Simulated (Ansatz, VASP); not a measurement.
# One calculation of HfN, two programs

File INCAR:

```
  ALGO = Normal
  EDIFF = 1E-6
  ENCUT = 520
  GGA = CA
  ISIF = 2
  ISMEAR = -1
  LASPH = True
  LCHARG = False
  LREAL = False
  LWAVE = False
  NBANDS = 23
  NELM = 60
  PREC = Accurate
  SIGMA = 0.05
```

KPOINTS

```
k-points
0
Gamma
  10 10 5
```

The input POSCAR:

```
HfN
1.0
    3.1953728034      0.0000000000      0.0000000000
   -1.5976864018      2.7672740223      0.0000000000
    0.0000000000      0.0000000000      5.5230058234
Hf N
2 2
Direct
    0.3333333333      0.6666666667      0.2500000000
    0.6666666667      0.3333333333      0.7500000000
    0.0000000000      0.0000000000      0.5000000000
    0.0000000000      0.0000000000      0.0000000000
```

File input.yaml:

```yaml
crystal:
  lattice:
    - [3.1953728034, 0.0, 0.0]
    - [-1.5976864018, 2.7672740223, 0.0]
    - [0.0, 0.0, 5.5230058234]
  atoms:
    - { symbol: Hf, position: [0.3333333333, 0.6666666667, 0.25] }
    - { symbol: Hf, position: [0.6666666667, 0.3333333333, 0.75] }
    - { symbol: "N", position: [0.0, 0.0, 0.5] }
    - { symbol: "N", position: [0.0, 0.0, 0.0] }
kpoints:
  mp_grid: { grid: [10, 10, 5] }
scf:
  occupations: { method: fermi_dirac, width: 0.05 }
hamiltonian:
  xc: lda
  pseudopotentials: { kind: all_electron, lapw: { basis_error: 0.002 } }
output:
  forces: true
  stress: true
  eigenvalues: true
```

Change from the starting cell: volume scaled by 1.06.

Alike in both runs: task single point; functional LDA; k mesh 10 × 10 × 5; occupations fermi-dirac, width 0.05 eV; no spin polarisation.

```csv
,VASP,Ansatz
version,VASP 6.6.1,Ansatz 0.2.0
potentials or method,"VASP PAW LDA potentials, release 64 (Hf_pv, N), cutoff 520 eV","all-electron LAPW, scalar-relativistic"
```

|  | VASP | Ansatz | Ansatz less VASP |
| --- | --- | --- | --- |
| gap on the k mesh at the Fermi level (eV) | none | none | - |
| pressure (GPa) | -23.3 | -22.1 | +1.25 |
| traceless stress, the component that is largest in VASP (GPa) | -0.41 | -0.43 | -0.016 |

LDA's correlation is that of Perdew and Zunger in VASP and of Perdew and Wang (1992) in Ansatz. A gap of «none» marks a metal or a gap that the smearing closes. Ansatz ran all-electron here, and VASP with PAW potentials.

Spin-orbit coupling is off throughout.
